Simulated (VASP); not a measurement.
# W (Im-3m) in VASP: further runs

W is run at these levels: RPBE; tasks: single point.

Program: VASP 6.6.1. These are calculated values, not measurements. Logs are shortened: lines on timing, memory, paths and dates and some standing lists are left out, and cuts for length are marked.

## Step 1: The cell of the first run

It takes space group Im-3m (No. 229, cubic). Conventional cell: a = 3.143 Å, b = 3.143 Å, c = 3.143 Å, α = 90.00°, β = 90.00°, γ = 90.00°. Within 3.6 Å of W (site symmetry m-3m) lie 14 W at 2.72 to 3.14 Å.

## Step 2: Single point, RPBE

Input file INCAR:

```
  ALGO = Normal
  EDIFF = 1E-6
  ENCUT = 520
  GGA = RP
  ISIF = 2
  ISMEAR = -1
  LASPH = True
  LCHARG = False
  LREAL = False
  LWAVE = False
  NBANDS = 13
  NELM = 60
  PREC = Accurate
  SIGMA = 0.05
```

Input file KPOINTS:

```
k-points
0
Gamma
  12 12 12
```

Input file POSCAR:

```
W
1.0
   -1.5717249149      1.5717249149      1.5717249149
    1.5717249149     -1.5717249149      1.5717249149
    1.5717249149      1.5717249149     -1.5717249149
W
1
Direct
    0.0000000000      0.0000000000      0.0000000000
```

Potentials or basis: VASP PAW PBE potentials, release 64 (W_sv).

Run with:

```console
$ cat potpaw_PBE.64/W_sv/POTCAR > POTCAR
$ mpirun -np 1 vasp_std > vasp.out
```

OUTCAR:

```text
EDIFF = 1E-6
   ENCUT = 520
   GGA = RP
   ISIF = 2
   ISMEAR = -1
   LASPH = True
   LREAL = False
   NELM = 60
   PREC = Accurate

 ion  position               nearest neighbor table
   1  0.000  0.000  0.000-

  LATTYP: Found a body centered cubic cell.
 ALAT       =     3.1434498298

  Lattice vectors:

 A1 = (  -1.5717249149,   1.5717249149,   1.5717249149)
 A2 = (   1.5717249149,  -1.5717249149,   1.5717249149)
 A3 = (   1.5717249149,   1.5717249149,  -1.5717249149)

Analysis of symmetry for initial positions (statically):
=====================================================================
 Subroutine PRICEL returns:
 Original cell was already a primitive cell.

 Routine SETGRP: Setting up the symmetry group for a
 body centered cubic supercell.

 Subroutine GETGRP returns: Found 48 space group operations
 (whereof 48 operations were pure point group operations)
 out of a pool of 48 trial point group operations.

The static configuration has the point symmetry O_h .

Analysis of symmetry for dynamics (positions and initial velocities):
=====================================================================
 Subroutine PRICEL returns:
 Original cell was already a primitive cell.

 Routine SETGRP: Setting up the symmetry group for a
 body centered cubic supercell.

 Subroutine GETGRP returns: Found 48 space group operations
 (whereof 48 operations were pure point group operations)
 out of a pool of 48 trial point group operations.

The dynamic configuration has the point symmetry O_h .

 Subroutine INISYM returns: Found 48 space group operations
 (whereof 48 operations are pure point group operations),
 and found     1 'primitive' translations

----------------------------------------------------------------------------------------

                                     Primitive cell

  volume of cell :      15.5306

  direct lattice vectors                    reciprocal lattice vectors
    -1.571724915  1.571724915  1.571724915     0.000000000  0.318121826  0.318121826
     1.571724915 -1.571724915  1.571724915     0.318121826  0.000000000  0.318121826
     1.571724915  1.571724915 -1.571724915     0.318121826  0.318121826  0.000000000

  length of vectors
     2.722307408  2.722307408  2.722307408     0.449892201  0.449892201  0.449892201

  position of ions in fractional coordinates (direct lattice)
     0.000000000  0.000000000  0.000000000

[... 81 lines left out ...]
   ISIF   =      2    stress and relaxation
   ISYM   =      2    0-nonsym 1-usesym 2-fastsym
   POTIM  = 0.5000    time-step for ionic-motion
   TEBEG  =    0.0;   TEEND  =   0.0 temperature during run
   PSTRESS=    0.0 pullay stress
   NELECT =      14.0000    total number of electrons
   NUPDOWN=      -1.0000    fix difference up-down
   EMIN   =  10.00;   EMAX   =-10.00  energy-range for DOS
   EFERMI =   0.00;   METHOD = LEGACY
   ISMEAR =    -1;   SIGMA  =   0.05  broadening in eV -4-tet -1-fermi 0-gaus
   EFERMI_NEDOS =   21; number of points for ismear=-14 and -15
   IALGO  =     38    algorithm
   IMIX   =      4    mixing-type and parameters
     AMIX     =   0.40;   BMIX     =  1.00
     AMIX_MAG =   1.60;   BMIX_MAG =  1.00
  volume/ion in A,a.u.               =      15.53       104.81
  Fermi-wavevector in a.u.,A,eV,Ry     =   1.581446  2.988499 34.027773  2.500971
  Thomas-Fermi vector in A             =   2.681520
   LORBIT       =      0    0 simple, 1 ext, 2 COOP (PROOUT), +10 PAW based schemes
   GGA     = RP    functional components
   LHFCALC =     F    Hartree Fock is set to
   AEXX    =    0.0000 exact exchange contribution
   IVDW    =     0    specifies the selected vdW correction
   LEPSILON=     F    determine dielectric tensor
   LRPA    =     F    only Hartree local field effects (RPA)
 non-spin polarized calculation
  energy-cutoff  :      520.00
  volume of cell :       15.53
 maximum number of plane-waves:       430
   NGX = 11   NGY = 11   NGZ = 11

 number of electron      14.0000005 magnetization

 Free energy of the ion-electron system (eV)
  ---------------------------------------------------
  ext. energy  EPLUGINS =         0.00000000
  ---------------------------------------------------
  free energy    TOTEN  =       -12.36276973 eV

  energy without entropy =      -12.35783789  energy(sigma->0) =      -12.36030381

 E-fermi :  11.7488     XC(G=0): -13.7059

 val. band max:       11.7190122677   @ k =   0.4167   0.0833   0.0000
 cond. band min:      11.7557689416   @ k =  -0.1667   0.1667   0.0833
 fundamental gap:      0.0367566739
 Fermi energy:        11.7488423766

 k-point     1 :       0.0000    0.0000    0.0000
  band No.  band energies     occupation
      1     -62.3581      2.00000
      2     -25.8852      2.00000
      3     -25.8852      2.00000
      4     -25.8852      2.00000
      5       2.0754      2.00000
      6      10.5697      2.00000
      7      10.5697      2.00000
      8      10.5697      2.00000
      9      14.1573      0.00000
     10      14.1573      0.00000
     11      26.3581      0.00000
     12      26.3581      0.00000
     13      26.3581      0.00000
[... 354 lines left out ...]
  band No.  band energies     occupation
      1     -62.2088      2.00000
      2     -27.1683      2.00000
      3     -26.3941      2.00000
      4     -25.9863      2.00000
      5       6.1006      2.00000
      6       8.1228      2.00000
      7      11.5746      1.94055
      8      14.3169      0.00000
      9      15.1128      0.00000
     10      19.4507      0.00000
     11      22.0686      0.00000
     12      24.0970      0.00000
     13      28.1744      0.00000

 [... further k-points ...]

------------------------ aborting loop because EDIFF is reached ----------------------------------------

  FORCE on cell =-STRESS in cart. coord.  units (eV):
  Direction    XX          YY          ZZ          XY          YZ          ZX
  --------------------------------------------------------------------------------------
  -------------------------------------------------------------------------------------
  Total        1.6728035      1.6728035      1.6728035      0.0000000      0.0000000     -0.0000000
  in kB      172.5702415    172.5702415    172.5702415      0.0000000      0.0000000     -0.0000000
  external PRESSURE =     172.5702415 kB  Pullay stress =       0.0000000 kB

 VOLUME and BASIS-vectors are now :
 -----------------------------------------------------------------------------
  energy-cutoff  :      520.00
  volume of cell :       15.53
      direct lattice vectors                 reciprocal lattice vectors
    -1.571724915  1.571724915  1.571724915     0.000000000  0.318121826  0.318121826
     1.571724915 -1.571724915  1.571724915     0.318121826  0.000000000  0.318121826
     1.571724915  1.571724915 -1.571724915     0.318121826  0.318121826  0.000000000

 POSITION                                       TOTAL-FORCE (eV/Angst)
 -----------------------------------------------------------------------------------
      0.00000      0.00000      0.00000         0.000000     -0.000000      0.000000
 -----------------------------------------------------------------------------------
    total drift:                                0.000000     -0.000000      0.000000

  FREE ENERGIE OF THE ION-ELECTRON SYSTEM (eV)
  ---------------------------------------------------
  free  energy   TOTEN  =       -12.3627697310 eV

  energy  without entropy=      -12.3578378916  energy(sigma->0) =      -12.36030381
```

Run time: 17 s. Hardware: 1 thread of Intel Xeon Platinum 8259CL at 2.50GHz (Skylake/Cascade Lake), shared host; peak memory 0.13 GiB.

What came out:

```yaml
Free_energy: -12.3628 eV
Pressure: 17.3 GPa
Band_gap_on_the_k_mesh: zero (band 7 reaches 17.14 eV, above the bottom of band 8 at 10.57 eV)
```

Levels at points of the mesh, in eV from the Fermi level:
```csv
k point,band 4,band 5,band 6,band 7,band 8,band 9,band 10,band 11
"(0.00, 0.00, 0.00)",-37.63,-9.67,-1.18,-1.18,-1.18,2.41,2.41,14.61
"(0.50, 0.00, 0.00)",-37.64,-6.33,-3.59,0.80,2.31,3.32,6.41,11.52
"(0.50, 0.50, 0.50)",-38.59,-5.92,-5.92,5.39,5.39,5.39,8.47,8.47
```

Caveat: the PAW data sets were made with another functional, which shifts forces and pressure a little; spin-orbit coupling is left out, which moves the levels of the heavy elements.

## Step 3: Single point, RPBE

This run uses another cell than the first one, of 16.16 Å³/atom, 1.041 times its volume.

Input file INCAR:

```
  PREC = Accurate
  ENCUT = 520
  EDIFF = 1E-7
  ISMEAR = -1
  SIGMA = 0.05
  LREAL = False
  LASPH = True
  NELM = 100
  ALGO = Normal
  ISIF = 2
  LWAVE = False
  LCHARG = False
  GGA = RP
  NBANDS = 13
```

Input file KPOINTS:

```
Automatic mesh
0
Gamma
  12 12 12
```

Input file POSCAR:

```
W
1.0
   -1.5928244114      1.5928244114      1.5928244114
    1.5928244114     -1.5928244114      1.5928244114
    1.5928244114      1.5928244114     -1.5928244114
W
1
Direct
    0.0000000000      0.0000000000      0.0000000000
```

Potentials or basis: VASP PAW PBE potentials, release 64 (W_sv).

Run with:

```console
$ cat potpaw_PBE.64/W_sv/POTCAR > POTCAR
$ mpirun -np 1 vasp_std > vasp.out
```

Wall time 22 s (1 thread of Intel Xeon Platinum 8259CL at 2.50GHz (Skylake/Cascade Lake), shared host); peak memory 0.15 GiB.

It converged, with:

| Item | Value |
| --- | --- |
| Free energy | -12.4042 eV |
| Pressure | 3.9 GPa |
| Band gap on the k mesh | zero (band 7 reaches 16.27 eV, above the bottom of band 8 at 10.05 eV) |

Levels at points of the mesh, in eV from the Fermi level:
| k point | band 5 | band 6 | band 7 | band 8 | band 9 | band 10 |
| --- | --- | --- | --- | --- | --- | --- |
| (0.00, 0.00, 0.00) | -9.42 | -1.09 | -1.09 | -1.09 | 2.34 | 2.34 |
| (0.50, 0.00, 0.00) | -6.04 | -3.37 | 0.69 | 2.22 | 3.18 | 6.08 |
| (0.50, 0.50, 0.50) | -5.57 | -5.57 | 5.13 | 5.13 | 5.13 | 8.18 |

Caveat: the PAW data sets were made with another functional, which shifts forces and pressure a little; spin-orbit coupling is left out, which moves the levels of the heavy elements.
